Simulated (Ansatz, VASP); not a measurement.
## Rb in VASP and in Ansatz

The input INCAR:

```
SYSTEM = Rb
ALGO     = Normal         ! electronic algorithm
EDIFF    = 1E-6           ! SCF threshold, eV
ENCUT    = 520            ! plane-wave cutoff, eV
GGA      = PS             ! functional
ISIF     = 2              ! what is computed and relaxed
ISMEAR   = -1             ! smearing method
LASPH    = .True.         ! aspherical terms in the spheres
LCHARG   = .False.        ! write CHGCAR
LREAL    = .False.        ! projectors in reciprocal space
LWAVE    = .False.        ! write WAVECAR
NBANDS   = 16             ! bands
NELM     = 100            ! most SCF steps
PREC     = Accurate       ! precision mode
SIGMA    = 0.05           ! smearing width, eV
```

The input KPOINTS:

```
k-points
0
Gamma
  8 8 8
  0 0 0
```

The input POSCAR:

```
Rb
1.0
    0.0000000000      3.7337249063      3.7337249063
    3.7337249063      0.0000000000      3.7337249063
    3.7337249063      3.7337249063      0.0000000000
Rb
2
Direct
   -0.1250000000     -0.1250000000     -0.1250000000
    0.1250000000      0.1250000000      0.1250000000
```

Input for Ansatz:

```yaml
crystal:
  lattice:
    - [0.0, 3.7337249063, 3.7337249063]
    - [3.7337249063, 0.0, 3.7337249063]
    - [3.7337249063, 3.7337249063, 0.0]
  atoms:
    - { symbol: Rb, position: [-0.125, -0.125, -0.125] }
    - { symbol: Rb, position: [0.125, 0.125, 0.125] }
kpoints:
  mp_grid: { grid: [8, 8, 8] }
scf:
  occupations: { method: fermi_dirac, width: 0.05 }
hamiltonian:
  xc: pbesol
  pseudopotentials: { kind: all_electron, datasets: crystal }
output:
  forces: true
  stress: true
  eigenvalues: true
```

Change from the starting cell: volume scaled by 0.4, crystal datasets.

Alike in both runs: task single point; functional PBEsol; k mesh 8 × 8 × 8; occupations fermi-dirac, width 0.05 eV; no spin polarisation.

|  | VASP | Ansatz |
| --- | --- | --- |
| version | VASP 6.6.1 | Ansatz 0.2.0 |
| potentials or method | VASP PAW PBE potentials, release 64 (Rb_sv), cutoff 520 eV | all-electron PAW with datasets made for the crystal, scalar-relativistic |

|  | VASP | Ansatz | Ansatz less VASP |
| --- | --- | --- | --- |
| pressure (GPa) | 3.9 | 3.9 | -0.03 |

VASP's potentials were made for PBE, not for PBEsol. Ansatz ran all-electron here, and VASP with PAW potentials.
